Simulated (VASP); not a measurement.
# Si (I4_1/amd) in VASP: further runs

Runs on Si. Level: r2SCAN. Tasks: single point, relaxation of the atoms.

Program: VASP 6.6.1. These are calculated values, not measurements. Logs are shortened: lines on timing, memory, paths and dates and some standing lists are left out, and cuts for length are marked.

## Step 1: The cell of the first run

Symmetry: I4_1/amd, No. 141, tetragonal system. Conventional cell: a = 3.860 Å, b = 3.860 Å, c = 5.390 Å, α = 90.00°, β = 90.00°, γ = 90.00°. Within 3.1 Å of Si (site symmetry -4m2) lie 4 Si at 2.35 Å.

## Step 2: Single point, r2SCAN (strained cell)

Input file POSCAR:

```
Si
1.0
    0.0000000000      2.7296378481      2.6949479721
    2.7296378481      0.0000000000      2.6949479721
    2.7296378481      2.7296378481      0.0000000000
Si
2
Direct
    0.0000000000      0.0000000000      0.0000000000
    0.2500000000      0.2500000000      0.2500000000
```

Input file INCAR.step1:

```
PREC     = Accurate       # precision mode
ENCUT    = 550            # plane-wave cutoff, eV
ISMEAR   = 0              # smearing method
SIGMA    = 0.02           # smearing width, eV
LREAL    = F              # projectors in reciprocal space
LASPH    = T              # aspherical terms in the spheres
NELM     = 120            # most SCF steps
NBANDS   = 11             # bands
GGA      = PE             # functional
ALGO     = Normal         # electronic algorithm
EDIFF    = 1E-5           # SCF threshold, eV
LWAVE    = T              # write WAVECAR
LCHARG   = F              # write CHGCAR
GGA_COMPAT= F
```

Input file INCAR.step2:

```
PREC     = Accurate       # precision mode
ENCUT    = 550            # plane-wave cutoff, eV
EDIFF    = 1E-6           # SCF threshold, eV
ISMEAR   = 0              # smearing method
SIGMA    = 0.02           # smearing width, eV
LREAL    = F              # projectors in reciprocal space
LASPH    = T              # aspherical terms in the spheres
NELM     = 120            # most SCF steps
ALGO     = Normal         # electronic algorithm
ISIF     = 2              # what is computed and relaxed
LWAVE    = F              # write WAVECAR
LCHARG   = F              # write CHGCAR
METAGGA  = R2SCAN         # meta-GGA
LMIXTAU  = T            
NBANDS   = 11             # bands
ISTART   = 1            
GGA_COMPAT= F
```

Input file KPOINTS:

```
regular mesh
0
Gamma
  8 8 8
```

Potentials or basis: VASP PAW PBE potentials, release 64 (Si).

Command:

```
$ cat potpaw_PBE.64/Si/POTCAR > POTCAR
$ cp INCAR.step1 INCAR
$ mpirun -np 1 vasp_std > vasp.out
$ cp INCAR.step2 INCAR
$ mpirun -np 1 vasp_std > vasp.out
```

OUTCAR:

```text
PREC = Accurate
   ENCUT = 550
   EDIFF = 1E-6
   ISMEAR = 0
   LREAL = F
   LASPH = T
   NELM = 120
   ISIF = 2
   METAGGA = R2SCAN
   ISTART = 1

 ion  position               nearest neighbor table
   1  0.000  0.000  0.000-   2 2.35   2 2.35   2 2.35   2 2.35
   2  0.250  0.250  0.250-   1 2.35   1 2.35   1 2.35   1 2.35

  LATTYP: Found a body centered tetragonal cell.
 ALAT       =     3.8602908651
 C/A-ratio  =     1.3962408877

  Lattice vectors:

 A1 = (   0.0000000000,  -2.7296378481,  -2.6949479721)
 A2 = (   0.0000000000,   2.7296378481,  -2.6949479721)
 A3 = (   2.7296378481,   0.0000000000,   2.6949479721)

Analysis of symmetry for initial positions (statically):
=====================================================================
 Subroutine PRICEL returns:
 Original cell was already a primitive cell.

 Routine SETGRP: Setting up the symmetry group for a
 body centered tetragonal supercell.

 Subroutine GETGRP returns: Found 16 space group operations
 (whereof  8 operations were pure point group operations)
 out of a pool of 16 trial point group operations.

The static configuration has the point symmetry D_2d.
 The point group associated with its full space group is D_4h.

Analysis of symmetry for dynamics (positions and initial velocities):
=====================================================================
 Subroutine PRICEL returns:
 Original cell was already a primitive cell.

 Routine SETGRP: Setting up the symmetry group for a
 body centered tetragonal supercell.

 Subroutine GETGRP returns: Found 16 space group operations
 (whereof  8 operations were pure point group operations)
 out of a pool of 16 trial point group operations.

The dynamic configuration has the point symmetry D_2d.
 The point group associated with its full space group is D_4h.

 Subroutine INISYM returns: Found 16 space group operations
 (whereof  8 operations are pure point group operations),
 and found     1 'primitive' translations

----------------------------------------------------------------------------------------

                                     Primitive cell

  volume of cell :      40.1597

  direct lattice vectors                    reciprocal lattice vectors
     0.000000000  2.729637848  2.694947972    -0.183174482  0.183174482  0.185532339
     2.729637848  0.000000000  2.694947972     0.183174482 -0.183174482  0.185532339
     2.729637848  2.729637848  0.000000000     0.183174482  0.183174482 -0.185532339

  length of vectors
     3.835839850  3.835839850  3.860290865     0.318634635  0.318634635  0.318634635

  position of ions in fractional coordinates (direct lattice)
     0.000000000  0.000000000  0.000000000
     0.250000000  0.250000000  0.250000000

  ion indices of the primitive-cell ions
   primitive index   ion index
                 1           1
                 2           2

----------------------------------------------------------------------------------------

 KPOINTS: regular mesh

Automatic generation of k-mesh.
 Grid dimensions read from file:
 generate k-points for:    8    8    8

 Generating k-lattice:

  Cartesian coordinates                     Fractional coordinates (reciprocal lattice)
    -0.022896810  0.022896810  0.023191542     0.125000000  0.000000000  0.000000000
     0.022896810 -0.022896810  0.023191542     0.000000000  0.125000000  0.000000000
     0.022896810  0.022896810 -0.023191542    -0.000000000 -0.000000000  0.125000000

  Length of vectors
     0.039829329  0.039829329  0.039829329

  Shift w.r.t. Gamma in fractional coordinates (k-lattice)
     0.000000000  0.000000000  0.000000000

 Subroutine IBZKPT returns following result:
 ===========================================

 Found     59 irreducible k-points:

 Following reciprocal coordinates:
            Coordinates               Weight
  0.000000  0.000000  0.000000      1.000000
  0.125000  0.000000  0.000000      8.000000
  0.250000  0.000000  0.000000      8.000000
  0.375000 -0.000000  0.000000      8.000000
  0.500000  0.000000  0.000000      4.000000
  0.125000  0.125000  0.000000      2.000000
[... 16 lines left out ...]
  0.250000  0.000000  0.125000     16.000000
  0.375000 -0.000000  0.125000     16.000000
 [... further k-points ...]
   k-points           NKPTS =     59   k-points in BZ     NKDIM =     59   number of bands    NBANDS=     11
   number of dos      NEDOS =    301   number of ions     NIONS =      2
   total plane-waves  NPLWV =  27000
   dimension x,y,z NGX =    30 NGY =   30 NGZ =   30
   dimension x,y,z NGXF=    60 NGYF=   60 NGZF=   60
   ions per type =               2
   NGX,Y,Z   is equivalent  to a cutoff of  13.00, 13.00, 12.92 a.u.
   NGXF,Y,Z  is equivalent  to a cutoff of  26.00, 26.00, 25.84 a.u.
 SYSTEM =  unknown system
   PREC   = accura    normal or accurate (medium, high low for compatibility)
   ISTART =      1    job   : 0-new  1-cont  2-samecut
   ICHARG =      0    charge: 1-file 2-atom 10-const
   ISPIN  =      1    spin polarized calculation?
   LNONCOLLINEAR =      F non collinear calculations
   LSORBIT =      F    spin-orbit coupling
   LASPH  =      T    aspherical Exc in radial PAW
   ENCUT  =  550.0 eV  40.42 Ry    6.36 a.u.   7.33  7.33  7.38*2*pi/ulx,y,z
   NELM   =    120;   NELMIN=  2; NELMDL=  0     # of ELM steps
   EDIFF  = 0.1E-05   stopping-criterion for ELM
   LREAL  =      F    real-space projection
   EDIFFG = 0.1E-04   stopping-criterion for IOM
   NSW    =      0    number of steps for IOM
   IBRION =     -1    ionic relax: 0-MD 1-quasi-New 2-CG
   NFREE  =      0    steps in history (QN), initial steepest desc. (CG)
   ISIF   =      2    stress and relaxation
   ISYM   =      2    0-nonsym 1-usesym 2-fastsym
   POTIM  = 0.5000    time-step for ionic-motion
   TEBEG  =    0.0;   TEEND  =   0.0 temperature during run
   PSTRESS=    0.0 pullay stress
   NELECT =       8.0000    total number of electrons
   NUPDOWN=      -1.0000    fix difference up-down
   EMIN   =  10.00;   EMAX   =-10.00  energy-range for DOS
   EFERMI =   0.00;   METHOD = LEGACY
   ISMEAR =     0;   SIGMA  =   0.02  broadening in eV -4-tet -1-fermi 0-gaus
   EFERMI_NEDOS =   21; number of points for ismear=-14 and -15
   IALGO  =     38    algorithm
   IMIX   =      4    mixing-type and parameters
     AMIX     =   0.40;   BMIX     =  1.00
     AMIX_MAG =   1.60;   BMIX_MAG =  1.00
  volume/ion in A,a.u.               =      20.08       135.51
  Fermi-wavevector in a.u.,A,eV,Ry     =   0.956110  1.806787 12.437725  0.914147
  Thomas-Fermi vector in A             =   2.085009
   LORBIT       =      0    0 simple, 1 ext, 2 COOP (PROOUT), +10 PAW based schemes
   METAGGA = R2SCAN    functional components
   LHFCALC =     F    Hartree Fock is set to
   AEXX    =    0.0000 exact exchange contribution
   IVDW    =     0    specifies the selected vdW correction
   LEPSILON=     F    determine dielectric tensor
   LRPA    =     F    only Hartree local field effects (RPA)
 non-spin polarized calculation
 Gauss-broadening in eV      SIGMA  =   0.02
  energy-cutoff  :      550.00
  volume of cell :       40.16
 maximum number of plane-waves:      1219
 NGX is ok and might be reduce to    30
   NGX = 15   NGY = 15   NGZ = 15

 number of electron       8.0000000 magnetization

 Free energy of the ion-electron system (eV)
  ---------------------------------------------------
  ext. energy  EPLUGINS =         0.00000000
  ---------------------------------------------------
  free energy    TOTEN  =       -17.54552750 eV

  energy without entropy =      -17.54552750  energy(sigma->0) =      -17.54552750

 E-fermi :   5.9122     XC(G=0):  -9.8427

 val. band max:        5.7724876506   @ k =   0.0000   0.0000   0.0000
 cond. band min:       6.4464644693   @ k =   0.3750   0.3750   0.0000
 fundamental gap:      0.6739768187
 Fermi energy:         5.9121715002

 k-point     1 :       0.0000    0.0000    0.0000
  band No.  band energies     occupation
      1      -6.7960      2.00000
      2       5.6777      2.00000
      3       5.6777      2.00000
      4       5.7725      2.00000
      5       8.4321      0.00000
      6       8.4842      0.00000
      7       8.4842      0.00000
      8       9.6598      0.00000
      9      13.7134      0.00000
     10      13.9527      0.00000
     11      14.3985      0.00000

 k-point     2 :       0.1250    0.0000    0.0000
  band No.  band energies     occupation
      1      -6.5816      2.00000
      2       4.0737      2.00000
      3       5.3676      2.00000
      4       5.4431      2.00000
      5       8.4995      0.00000
      6       8.9054      0.00000
      7       8.9284      0.00000
      8      10.9632      0.00000
      9      13.2629      0.00000
     10      13.4495      0.00000
     11      15.1887      0.00000

 k-point     3 :       0.2500    0.0000    0.0000
  band No.  band energies     occupation
      1      -5.9564      2.00000
      2       1.6442      2.00000
      3       4.8571      2.00000
      4       4.9558      2.00000
      5       8.0641      0.00000
      6       9.4485      0.00000
      7       9.4865      0.00000
      8      13.2255      0.00000
      9      13.3100      0.00000
     10      13.3776      0.00000
     11      15.4097      0.00000
[... 267 lines left out ...]
 k-point    23 :       0.2500    0.0000    0.1250
  band No.  band energies     occupation
      1      -6.0213      2.00000
      2       2.3813      2.00000
      3       4.3359      2.00000
      4       4.4264      2.00000
      5       8.1177      0.00000
      6       9.7506      0.00000
      7      10.4907      0.00000
      8      10.8105      0.00000
      9      13.7737      0.00000
     10      14.3875      0.00000
     11      16.4820      0.00000

 k-point    24 :       0.3750   -0.0000    0.1250
  band No.  band energies     occupation
      1      -5.1672      2.00000
      2       0.2256      2.00000
      3       3.7834      2.00000
      4       4.0704      2.00000
      5       8.2562      0.00000
      6       9.6341      0.00000
      7      10.5089      0.00000
      8      11.6190      0.00000
      9      15.5507      0.00000
     10      15.7157      0.00000
     11      16.3944      0.00000

 [... further k-points ...]

------------------------ aborting loop because EDIFF is reached ----------------------------------------

  FORCE on cell =-STRESS in cart. coord.  units (eV):
  Direction    XX          YY          ZZ          XY          YZ          ZX
  --------------------------------------------------------------------------------------
  -------------------------------------------------------------------------------------
  Total       -0.0608871     -0.0608871      0.2754942      0.0000000      0.0000000      0.0000000
  in kB       -2.4291002     -2.4291002     10.9908831      0.0000000      0.0000000      0.0000000
  external PRESSURE =       2.0442276 kB  Pullay stress =       0.0000000 kB

 VOLUME and BASIS-vectors are now :
 -----------------------------------------------------------------------------
  energy-cutoff  :      550.00
  volume of cell :       40.16
      direct lattice vectors                 reciprocal lattice vectors
     0.000000000  2.729637848  2.694947972    -0.183174482  0.183174482  0.185532339
     2.729637848  0.000000000  2.694947972     0.183174482 -0.183174482  0.185532339
     2.729637848  2.729637848  0.000000000     0.183174482  0.183174482 -0.185532339

 POSITION                                       TOTAL-FORCE (eV/Angst)
 -----------------------------------------------------------------------------------
      0.00000      0.00000      0.00000        -0.000000     -0.000000     -0.000000
      1.36482      1.36482      1.34747         0.000000      0.000000      0.000000
 -----------------------------------------------------------------------------------
    total drift:                               -0.000000     -0.000000     -0.000000

  FREE ENERGIE OF THE ION-ELECTRON SYSTEM (eV)
  ---------------------------------------------------
  free  energy   TOTEN  =       -17.5455274957 eV

  energy  without entropy=      -17.5455274957  energy(sigma->0) =      -17.54552750
```

Wall time 63 s (1 thread of AMD EPYC 9R45 (Zen 5), shared host); peak memory 0.14 GiB.

Results:

| Property | Result |
| --- | --- |
| Free energy | -17.5455 eV |
| Pressure | 0.2 GPa |
| Band gap on the k mesh | 0.67 eV (least direct gap 2.66 eV) |

Caveat: the cell differs from its parent crystal (strained cell); the PAW data sets were made with another functional, which shifts forces and pressure a little.

## Step 3: Single point, r2SCAN

POSCAR is that of step 2.

Input file INCAR.step1:

```
PREC = Accurate
ENCUT = 550
ISMEAR = 0
SIGMA = 0.01
LREAL = False
LASPH = True
NELM = 120
NBANDS = 11
GGA = PE
ALGO = Normal
EDIFF = 1E-5
LWAVE = True
LCHARG = False
GGA_COMPAT = False
```

Input file INCAR.step2:

```
PREC = Accurate
ENCUT = 550
EDIFF = 1E-6
ISMEAR = 0
SIGMA = 0.01
LREAL = False
LASPH = True
NELM = 120
ALGO = Normal
ISIF = 2
LWAVE = False
LCHARG = False
METAGGA = R2SCAN
LMIXTAU = True
NBANDS = 11
ISTART = 1
GGA_COMPAT = False
```

Input file KPOINTS:

```
Automatic mesh
0
Gamma
  8 8 8
```

Potentials or basis: VASP PAW PBE potentials, release 64 (Si).

Command:

```
$ cat potpaw_PBE.64/Si/POTCAR > POTCAR
$ cp INCAR.step1 INCAR
$ mpirun -np 1 vasp_std > vasp.out
$ cp INCAR.step2 INCAR
$ mpirun -np 1 vasp_std > vasp.out
```

Run time: 64 s. Hardware: 1 thread of AMD EPYC 9R45 (Zen 5), shared host; peak memory 0.14 GiB.

Results (log left out):

```yaml
Free_energy: -17.5455 eV
Pressure: 0.2 GPa
Band_gap_on_the_k_mesh: 0.67 eV (least direct gap 2.66 eV)
```

Stress tensor (GPa, compression positive):
```
-0.24  0.00  0.00
 0.00 -0.24  0.00
 0.00  0.00  1.10
```

Levels at points of the mesh, in eV from the valence-band top:
```tsv
k point	band 2	band 3	band 4	band 5	band 6	band 7
(0.00, 0.00, 0.00)	-0.09	-0.09	0.00	2.66	2.71	2.71
(0.50, 0.00, 0.00)	-7.32	-1.40	-1.27	1.80	3.48	3.58
(0.50, 0.50, 0.00)	-8.16	-3.13	-3.13	0.79	0.79	10.78
(0.50, 0.00, 0.50)	-8.24	-3.03	-3.03	0.90	0.90	10.76
```

Caveat: the PAW data sets were made with another functional, which shifts forces and pressure a little. A k mesh can miss the band edges.

(Continued in part 2 of 2.)
